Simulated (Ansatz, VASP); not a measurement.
Os: VASP beside Ansatz

```
Os
1.0
     2.62474    0.00000    0.00000
    -1.31237    2.27309    0.00000
     0.00000    0.00000    4.49249
Os
2
Direct
  0.33333 0.66667 0.25000
  0.66667 0.33333 0.75000
```

Change from the starting cell: strain -0.040 along x and y, +0.040 along z, atoms carried along.

Alike in both runs: task single point; functional PBE; k mesh 18 × 18 × 12; occupations gaussian, width 0.15 eV; no spin polarisation.

|  | VASP | Ansatz |
| --- | --- | --- |
| version | VASP 6.6.1 | Ansatz 0.2.0 |
| potentials or method | VASP PAW PBE potentials, release 64 (Os), cutoff 520 eV | scalar-relativistic, plane waves, PAW |
| valence electrons in the cell | 16 | 32 |

```tsv
	VASP	Ansatz	Ansatz less VASP
gap on the k mesh at the Fermi level (eV)	none	none	-
pressure (GPa)	31.9	31.3	-0.62
traceless stress, the component that is largest in VASP (GPa)	-38.03	-38.18	-0.150
```

A gap of «none» marks a metal or a gap that the smearing closes. Both programs put the cell under a high pressure, so it lies far from rest at this level. VASP's potentials hold 16 valence electrons a cell and Ansatz's 32, so a difference there can come from the potentials and not from the codes.

Spin-orbit coupling is off throughout.
